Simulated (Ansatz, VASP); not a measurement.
**Ru in VASP and in Ansatz**

```
Ru
1.0
     0.00000    1.93083    1.93083
     1.93083    0.00000    1.93083
     1.93083    1.93083    0.00000
Ru
1
Direct
  0.00000 0.00000 0.00000
```

Change from the starting cell: volume scaled by 1.025, PAW files.

Alike in both runs: task electric field gradients; functional PBE; k mesh 16 × 16 × 16; occupations fermi-dirac, width 0.05 eV; no spin polarisation.

|  | VASP | Ansatz |
| --- | --- | --- |
| version | VASP 6.6.1 | Ansatz 0.2.0 |
| potentials or method | VASP PAW PBE potentials, release 64 (Ru_pv) | PAW with Ansatz's default frozen-core files, scalar-relativistic |
| plane-wave cutoff (eV) | 520 | 420 |
| valence electrons in the cell | 14 | 16 |

Ansatz gave:

| Property | Result |
| --- | --- |
| pressure (GPa) | -11.1 |

Estimate VASP's values.

pressure (GPa): -11.2.

VASP's potentials hold 14 valence electrons a cell and Ansatz's 16, so a difference there can come from the potentials and not from the codes.
